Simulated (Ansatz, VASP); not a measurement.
## One calculation of Pd, two programs

```
CELL_PARAMETERS angstrom
2.79032 0.00000 0.00000
0.00000 3.94610 0.00000
0.00000 0.00000 22.97580
ATOMIC_POSITIONS crystal
Pd 0.25000 0.25000 0.35203
Pd 0.75000 0.75000 0.40729
Pd 0.25000 0.25000 0.47002
Pd 0.75000 0.75000 0.52998
Pd 0.25000 0.25000 0.59271
Pd 0.75000 0.75000 0.64797
```

Alike in both runs: functional PBE; k mesh 12 × 8 × 1; occupations fermi-dirac, width 0.1 eV; no spin polarisation.

Ansatz relaxed the structure, and its values are those at the end. VASP's run is a single point on that final structure, the one shown.

```csv
,VASP,Ansatz
version,VASP 6.6.1,Ansatz 0.2.0
potentials or method,"VASP PAW PBE potentials, release 64 (Pd), cutoff 520 eV","all-electron LAPW, scalar-relativistic"
```

VASP gave:

- rms of the force components (eV/Å): 0.007

Problem. Which values does Ansatz return?

Solution. rms of the force components (eV/Å): 0.002.

Ansatz ran all-electron here, and VASP with PAW potentials.
